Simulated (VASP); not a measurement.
# ReP2 (P4mm) in VASP: further runs

The runs below take ReP2 through single point, relaxation of cell and atoms, with PBE.

Program: VASP 6.6.1. These are calculated values, not measurements. Logs are shortened: lines on timing, memory, paths and dates and some standing lists are left out, and cuts for length are marked.

## Step 1: The cell of the first run

The structure is tetragonal, space group P4mm (No. 99). The conventional cell has a = 3.699 Å, b = 3.699 Å, c = 4.876 Å, α = 90.00°, β = 90.00°, γ = 90.00°. Re (site symmetry 4mm) has 4 P at 2.33 Å within 3.1 Å. P (site symmetry 2mm) has 2 Re at 2.33 Å and 4 P at 2.62 Å within 3.1 Å.

The cell was built from a structure type or drawn by symmetry, and may not be a known phase.

## Step 2: Single point, PBE

File INCAR:

```
SYSTEM = ReP2
  PREC = Accurate
  ENCUT = 520
  EDIFF = 1E-7
  ISMEAR = 0
  SIGMA = 0.1
  LREAL = .FALSE.
  LASPH = .TRUE.
  NELM = 60
  ALGO = Normal
  ISIF = 2
  LWAVE = .FALSE.
  LCHARG = .TRUE.
  GGA = PE
  LELF = .TRUE.
  LVHAR = .TRUE.
  NBANDS = 16
```

File KPOINTS:

```
regular mesh
0
G
  6 6 4
  0 0 0
```

File POSCAR:

```
ReP2
1.0
    3.6987467000      0.0000000000      0.0000000000
    0.0000000000      3.6987467000      0.0000000000
    0.0000000000      0.0000000000      4.8758584400
Re P
1 2
Direct
    0.0000000000      0.0000000000      0.6276486700
    0.0000000000      0.5000000000      0.9191830100
    0.5000000000      0.0000000000      0.9191830100
```

Potentials or basis: VASP PAW PBE potentials, release 64 (Re, P).

Launch:

```console
$ cat potpaw_PBE.64/Re/POTCAR potpaw_PBE.64/P/POTCAR > POTCAR
$ mpirun -np 1 vasp_std > vasp.out
```

OUTCAR:

```text
SYSTEM = ReP2
   PREC = Accurate
   ENCUT = 520
   EDIFF = 1E-7
   ISMEAR = 0
   LREAL = .FALSE.
   LASPH = .TRUE.
   NELM = 60
   ISIF = 2
   GGA = PE

 ion  position               nearest neighbor table
   1  0.000  0.000  0.628-   2 2.33   3 2.33   2 2.33   3 2.33
   2  0.000  0.500  0.919-   1 2.33   1 2.33   3 2.62   3 2.62   3 2.62   3 2.62
   3  0.500  0.000  0.919-   1 2.33   1 2.33   2 2.62   2 2.62   2 2.62   2 2.62

  LATTYP: Found a simple tetragonal cell.
 ALAT       =     3.6987467000
 C/A-ratio  =     1.3182461075

  Lattice vectors:

 A1 = (   3.6987467000,   0.0000000000,   0.0000000000)
 A2 = (   0.0000000000,   3.6987467000,   0.0000000000)
 A3 = (   0.0000000000,   0.0000000000,   4.8758584400)

Analysis of symmetry for initial positions (statically):
=====================================================================
 Subroutine PRICEL returns:
 Original cell was already a primitive cell.

 Routine SETGRP: Setting up the symmetry group for a
 simple tetragonal supercell.

 Subroutine GETGRP returns: Found  8 space group operations
 (whereof  8 operations were pure point group operations)
 out of a pool of 16 trial point group operations.

The static configuration has the point symmetry C_4v.

Analysis of symmetry for dynamics (positions and initial velocities):
=====================================================================
 Subroutine PRICEL returns:
 Original cell was already a primitive cell.

 Routine SETGRP: Setting up the symmetry group for a
 simple tetragonal supercell.

 Subroutine GETGRP returns: Found  8 space group operations
 (whereof  8 operations were pure point group operations)
 out of a pool of 16 trial point group operations.

The dynamic configuration has the point symmetry C_4v.

 Subroutine INISYM returns: Found  8 space group operations
 (whereof  8 operations are pure point group operations),
 and found     1 'primitive' translations

----------------------------------------------------------------------------------------

                                     Primitive cell

  volume of cell :      66.7053

  direct lattice vectors                    reciprocal lattice vectors
     3.698746700  0.000000000  0.000000000     0.270361850  0.000000000  0.000000000
     0.000000000  3.698746700  0.000000000     0.000000000  0.270361850  0.000000000
     0.000000000  0.000000000  4.875858440     0.000000000  0.000000000  0.205092090

  length of vectors
     3.698746700  3.698746700  4.875858440     0.270361850  0.270361850  0.205092090
[... 85 lines left out ...]
   EDIFFG = 0.1E-05   stopping-criterion for IOM
   NSW    =      0    number of steps for IOM
   IBRION =     -1    ionic relax: 0-MD 1-quasi-New 2-CG
   NFREE  =      0    steps in history (QN), initial steepest desc. (CG)
   ISIF   =      2    stress and relaxation
   ISYM   =      2    0-nonsym 1-usesym 2-fastsym
   POTIM  = 0.5000    time-step for ionic-motion
   TEBEG  =    0.0;   TEEND  =   0.0 temperature during run
   PSTRESS=    0.0 pullay stress
   NELECT =      17.0000    total number of electrons
   NUPDOWN=      -1.0000    fix difference up-down
   EMIN   =  10.00;   EMAX   =-10.00  energy-range for DOS
   EFERMI =   0.00;   METHOD = LEGACY
   ISMEAR =     0;   SIGMA  =   0.10  broadening in eV -4-tet -1-fermi 0-gaus
   EFERMI_NEDOS =   21; number of points for ismear=-14 and -15
   IALGO  =     38    algorithm
   IMIX   =      4    mixing-type and parameters
     AMIX     =   0.40;   BMIX     =  1.00
     AMIX_MAG =   1.60;   BMIX_MAG =  1.00
  volume/ion in A,a.u.               =      22.24       150.05
  Fermi-wavevector in a.u.,A,eV,Ry     =   1.037937  1.961417 14.657740  1.077313
  Thomas-Fermi vector in A             =   2.172398
   LORBIT       =      0    0 simple, 1 ext, 2 COOP (PROOUT), +10 PAW based schemes
   GGA     = PE    functional components
   LHFCALC =     F    Hartree Fock is set to
   AEXX    =    0.0000 exact exchange contribution
   IVDW    =     0    specifies the selected vdW correction
   LEPSILON=     F    determine dielectric tensor
   LRPA    =     F    only Hartree local field effects (RPA)
 non-spin polarized calculation
 Gauss-broadening in eV      SIGMA  =   0.10
  energy-cutoff  :      520.00
  volume of cell :       66.71
 maximum number of plane-waves:      1820
 NGX is ok and might be reduce to    28
   NGX = 13   NGY = 13   NGZ = 19

 number of electron      16.9999999 magnetization

 Free energy of the ion-electron system (eV)
  ---------------------------------------------------
  ext. energy  EPLUGINS =         0.00000000
  ---------------------------------------------------
  free energy    TOTEN  =       -20.21019163 eV

  energy without entropy =      -20.20185455  energy(sigma->0) =      -20.20602309

 E-fermi :   4.4671     XC(G=0):  -9.6895

 val. band max:        4.4378142380   @ k =   0.1667   0.0000   0.0000
 cond. band min:       4.4888843616   @ k =   0.5000   0.5000   0.0000
 fundamental gap:      0.0510701236
 Fermi energy:         4.4670919805

 k-point     1 :       0.0000    0.0000    0.0000
  band No.  band energies     occupation
      1      -9.2844      2.00000
      2      -3.1298      2.00000
      3      -0.7493      2.00000
      4      -0.7017      2.00000
      5      -0.7017      2.00000
      6       3.1395      2.00000
[... 433 lines left out ...]
      3      -0.2159      2.00000
      4       0.2770      2.00000
      5       1.5852      2.00000
      6       1.7552      2.00000
[... 8 lines left out ...]
     15      11.7000      0.00000
     16      13.2090      0.00000

 [... further k-points ...]

------------------------ aborting loop because EDIFF is reached ----------------------------------------

  FORCE on cell =-STRESS in cart. coord.  units (eV):
  Direction    XX          YY          ZZ          XY          YZ          ZX
  --------------------------------------------------------------------------------------
  -------------------------------------------------------------------------------------
  Total       -0.9239607     -0.9239607     -2.6951475      0.0000000      0.0000000      0.0000000
  in kB      -22.1923761    -22.1923761    -64.7340598      0.0000000      0.0000000      0.0000000
  external PRESSURE =     -36.3729373 kB  Pullay stress =       0.0000000 kB

 VOLUME and BASIS-vectors are now :
 -----------------------------------------------------------------------------
  energy-cutoff  :      520.00
  volume of cell :       66.71
      direct lattice vectors                 reciprocal lattice vectors
     3.698746700  0.000000000  0.000000000     0.270361850  0.000000000  0.000000000
     0.000000000  3.698746700  0.000000000     0.000000000  0.270361850  0.000000000
     0.000000000  0.000000000  4.875858440     0.000000000  0.000000000  0.205092090

 POSITION                                       TOTAL-FORCE (eV/Angst)
 -----------------------------------------------------------------------------------
      0.00000      0.00000      3.06033         0.000000     -0.000000     -0.114889
      0.00000      1.84937      4.48181         0.000000      0.000000      0.057444
      1.84937      0.00000      4.48181         0.000000      0.000000      0.057444
 -----------------------------------------------------------------------------------
    total drift:                               -0.000000     -0.000000     -0.000554

  FREE ENERGIE OF THE ION-ELECTRON SYSTEM (eV)
  ---------------------------------------------------
  free  energy   TOTEN  =       -20.2101916277 eV

  energy  without entropy=      -20.2018545472  energy(sigma->0) =      -20.20602309
```

stdout:

```text
POSCAR found type information on POSCAR ReP
 POSCAR found :  2 types and       3 ions
 scaLAPACK will be used
 LDA part: xc-table for (Slater+PW92), standard interpolation
 POSCAR, INCAR and KPOINTS ok, starting setup
 FFT: planning ... GRIDC
 FFT: planning ... GRID_SOFT
 FFT: planning ... GRID
 WAVECAR not read
 entering main loop
```

It took 13 s on 1 thread of Intel Xeon 6975P-C (Granite Rapids), shared host; peak memory 0.18 GiB.

What came out:

| Property | Result |
| --- | --- |
| Free energy | -20.2102 eV |
| Pressure | -3.6 GPa |
| Largest force | 0.115 eV/Å |
| Band gap on the k mesh | zero (an odd number of electrons rules out a gap without spin polarisation) |

Forces in eV/Å, atoms in the order of the input:
```
Re   0.000  0.000 -0.115
P    0.000  0.000  0.057
P    0.000  0.000  0.057
```

Caveat: the cell stands under tension; spin-orbit coupling is left out, which moves the levels of the heavy elements.

## Step 3: Relaxation of cell and atoms, PBE

File INCAR:

```
ALGO = Normal ; EDIFF = 1E-6
EDIFFG = -0.04 ; ENCUT = 600
GGA = PE ; IBRION = 2
ISIF = 3 ; ISMEAR = 0
LASPH = T ; LCHARG = F
LREAL = F ; LWAVE = F
NELM = 100 ; NSW = 90
PREC = Accurate ; SIGMA = 0.1
```

File KPOINTS:

```
k-points
0
Gamma
  6 6 4
```

POSCAR is that of step 2.

Potentials or basis: VASP PAW PBE potentials, release 64 (Re, P).

Launch:

```console
$ cat potpaw_PBE.64/Re/POTCAR potpaw_PBE.64/P/POTCAR > POTCAR
$ mpirun -np 1 vasp_std > vasp.out
```

Wall time 6.6 min (1 thread of Intel Xeon 6975P-C (Granite Rapids), shared host); peak memory 0.21 GiB.

It converged, with:

```
Free energy                           : -21.9406 eV
Relaxed volume                        : 16.05 Å³/atom
Relaxed cell                          : a = 4.017 Å, b = 4.017 Å, c = 2.985 Å, α = 90.00°, β = 90.00°, γ = 90.00°
Space group after relaxing (to 0.1 Å) : P4/mmm (No. 123)
Energy gained by relaxing             : 576.5 meV/atom
Ionic steps                           : 45
Pressure after relaxing               : 0.2 GPa
Largest force after relaxing          : 0.022 eV/Å
Band gap on the k mesh                : zero (an odd number of electrons rules out a gap without spin polarisation)
```

Forces in eV/Å, atoms in the order of the input:
```
Re   0.000  0.000 -0.022
P    0.000  0.000  0.011
P    0.000  0.000  0.011
```

Stress tensor (GPa, compression positive):
```
0.13 0.00 0.00
0.00 0.13 0.00
0.00 0.00 0.33
```

The path:
```csv
step,energy change (eV),largest force (eV/Å),pressure (GPa),volume (Å³)
1,0.0000,0.1163,-3.62,66.71
3,-0.0631,1.9093,1.92,62.65
5,-0.2481,2.4131,3.27,58.50
7,-0.0946,5.9722,49.71,40.82
9,-0.5037,5.8764,29.27,45.07
11,-0.5610,5.7037,25.81,45.93
13,-0.6438,4.8059,28.85,44.16
15,-0.6315,4.6538,31.37,43.35
17,-0.8584,3.6189,24.20,44.22
19,-1.2810,0.0453,0.25,48.27
21,-1.2838,0.0111,-0.19,48.38
23,-1.3084,0.0638,-0.10,48.44
25,-1.4630,0.6204,-0.08,48.55
27,-0.8078,0.3505,14.44,47.00
29,-1.6467,1.0111,3.83,48.15
31,-1.6651,0.8848,1.98,48.53
33,-1.6775,0.7046,0.36,48.89
35,-1.6962,0.1606,-3.93,49.51
37,-1.7101,0.2657,-1.56,48.86
39,-1.7204,0.1753,0.44,48.12
41,-1.7258,0.0088,-0.45,48.46
43,-1.7290,0.0357,0.19,48.19
45,-1.7294,0.0217,0.20,48.16
```

Final structure:
```yaml
crystal:
  lattice:
    - [4.01710, 0.00000, 0.00000]
    - [0.00000, 4.01710, 0.00000]
    - [0.00000, 0.00000, 2.98457]
  atoms:
    - { symbol: Re, position: [0.00000, 0.00000, 0.49175] }
    - { symbol: P, position: [0.00000, 0.50000, 0.98713] }
    - { symbol: P, position: [0.50000, 0.00000, 0.98713] }
```

Levels at points of the mesh, in eV from the Fermi level:
```tsv
k point	band 5	band 6	band 7	band 8	band 9	band 10	band 11	band 12
(0.00, 0.00, 0.00)	-4.68	-1.91	-1.01	-1.01	0.47	1.63	1.63	2.18
(0.50, 0.00, 0.00)	-3.20	-2.60	-2.43	-1.86	-0.94	1.65	2.49	3.14
(0.50, 0.50, 0.00)	-3.11	-2.50	-2.50	-1.90	1.41	3.72	6.19	6.19
(0.00, 0.00, 0.50)	-6.86	-5.94	-0.73	1.27	1.27	2.53	3.57	4.13
(0.50, 0.00, 0.50)	-4.92	-1.48	-1.48	-1.26	-1.02	-0.30	1.10	2.69
(0.50, 0.50, 0.50)	-4.49	-4.49	-2.66	-1.43	-1.39	1.15	1.15	3.11
```

Caveat: the volume moved by over 15 % at a fixed basis, so the end points are rough; spin-orbit coupling is left out, which moves the levels of the heavy elements.
